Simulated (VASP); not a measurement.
Input of a VASP 6.6.1 run:

The input INCAR:

```
SYSTEM = WSe2
ALGO     = Normal         ! electronic algorithm
EDIFF    = 1E-6           ! SCF threshold, eV
ENCUT    = 500            ! plane-wave cutoff, eV
GGA      = PE             ! functional
GGA_COMPAT= .FALSE.      
ISIF     = 2              ! what is computed and relaxed
ISMEAR   = 0              ! smearing method
LASPH    = .TRUE.         ! aspherical terms in the spheres
LCHARG   = .TRUE.         ! write CHGCAR
LELF     = .TRUE.         ! ELF
LREAL    = .FALSE.        ! projectors in reciprocal space
LVHAR    = .TRUE.       
LWAVE    = .FALSE.        ! write WAVECAR
NBANDS   = 20             ! bands
NELM     = 120            ! most SCF steps
PREC     = Accurate       ! precision mode
SIGMA    = 0.02           ! smearing width, eV
```

The input KPOINTS:

```
k-points
0
G
  9 9 2
  0 0 0
```

The input POSCAR:

```
WSe2
1.0
    3.2096732894      0.0000000000     -0.0858018662
   -1.6048366448      2.9420354715      0.0429009331
   -0.4307795630      0.0000000000     17.1723792765
W Se
1 2
Direct
   -0.0034326490     -0.0068652980      0.0000000000
    0.3317939590      0.6700993190      0.1016284460
    0.3383053500      0.6700993190      0.8983715540
```

Potentials or basis: VASP PAW PBE potentials, release 64 (W_sv, Se).

Command:

```bash
$ cat potpaw_PBE.64/W_sv/POTCAR potpaw_PBE.64/Se/POTCAR > POTCAR
$ mpirun -np 1 vasp_std > vasp.out
```

(1) Estimate the largest force.

(2) What does it give for the band gap on the k mesh?

Results:

(1) 1.156 eV/Å.

(2) 1.49 eV (least direct gap 1.68 eV).

Caveat: the cell differs from its parent crystal (strained and its atoms moved); there is no dipole correction, which matters where the two faces differ; spin-orbit coupling is left out, which moves the levels of the heavy elements.
